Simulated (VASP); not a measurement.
# TiO2: single point with PBE

Crystal: TiO2.

```
Ti O
1.0
     4.54535    0.00000    0.00000
     0.00000    5.51962    0.00000
     0.00000    0.00000    4.90920
Ti O
4 8
Direct
  0.00043 0.17108 0.74469
  0.49886 0.32056 0.24726
  0.00052 0.83797 0.24923
  0.48809 0.67913 0.73554
  0.26894 0.38285 0.90548
  0.76954 0.12309 0.08358
  0.23139 0.11787 0.40986
  0.72692 0.38298 0.58295
  0.27496 0.61206 0.42052
  0.77298 0.88224 0.58829
  0.22036 0.87998 0.90580
  0.73218 0.61579 0.07913
```

This cell differs from its parent crystal: atoms moved at random.

| Property | Result |
| --- | --- |
| Program | VASP 6.6.1 |
| Task | single point |
| Functional | PBE |
| Potentials or basis | VASP PAW PBE potentials, release 64 (Ti_sv, O) |
| Cutoff | 520 eV |
| k mesh | 6 × 5 × 6 |
| Occupations | fermi-dirac, width 0.05 eV |
| Spin | no spin polarisation |
| Dipole correction | no |
| Further INCAR settings | ALGO = Normal; EDIFF = 1e-06; NBANDS = 60 |

```yaml
Pressure: 5.5 GPa
Largest_force: 1.861 eV/Å
Band_gap_on_the_k_mesh: 2.35 eV (least direct gap 2.51 eV)
```

Forces on the atoms (eV/Å):
```
Ti  -0.278  0.928  0.186
Ti   0.472  1.542 -0.360
Ti  -0.767 -1.611 -0.530
Ti   0.782 -0.940  1.005
O    0.060 -0.327  0.560
O    0.455 -0.653 -0.273
O   -0.432 -0.501  0.369
O    0.167 -0.446 -0.299
O   -0.775  0.621 -0.897
O    0.207  0.269 -0.810
O   -0.036  0.376  0.730
O    0.146  0.742  0.318
```

Stress tensor (GPa, compression positive):
```
 5.90 -0.47 -2.71
-0.47  5.66  0.47
-2.71  0.47  5.00
```

Levels at points of the mesh, in eV from the valence-band top:
```
           k point  band 45  band 46  band 47  band 48  band 49  band 50  band 51  band 52
(0.00, 0.00, 0.00)    -0.57    -0.50    -0.12     0.00     2.51     2.53     2.64     2.69
(0.50, 0.00, 0.00)    -0.80    -0.44    -0.40    -0.22     2.85     2.96     3.08     3.14
(0.00, 0.00, 0.50)    -0.65    -0.54    -0.33    -0.26     2.35     2.48     2.86     2.93
(0.50, 0.00, 0.50)    -0.73    -0.62    -0.56    -0.36     2.73     2.83     2.92     2.94
```

It took 31 min on 1 thread of AMD EPYC 9755 128-Core Processor, on a shared host, peak memory 0.52 GiB.

Caveat: the cell differs from its parent crystal (atoms moved at random); the cell stands under pressure; forces of over 1 eV/Å act on the atoms, so gaps and moduli don't describe the material at rest. A k mesh can miss the band edges.
